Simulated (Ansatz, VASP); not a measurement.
# B in VASP and in Ansatz

```
B
1.0
     4.32520    0.00000    0.00000
    -2.16260    3.74574    0.00000
     0.00000    0.00000    1.59618
B
3
Direct
  0.00000 0.00000 0.00000
  0.33333 0.66667 0.50000
  0.66667 0.33333 0.50000
```

Alike in both runs: functional PBE; k mesh 15 × 15 × 22; occupations gaussian, width 0.1 eV; no spin polarisation.

Ansatz relaxed the structure, and its values are those at the end. VASP's run is a single point on that final structure, the one shown.

|  | VASP | Ansatz |
| --- | --- | --- |
| version | VASP 6.6.1 | Ansatz 0.2.0 |
| potentials or method | VASP PAW PBE potentials, release 64 (B), cutoff 520 eV | scalar-relativistic, plane waves, PAW |
| valence electrons in the cell | 9 | 9 |

```csv
,VASP,Ansatz,Ansatz less VASP
gap on the k mesh at the Fermi level (eV),none,none,-
pressure (GPa),0.0,0.0,+0.04
```

A gap of «none» marks a metal or a gap that the smearing closes.
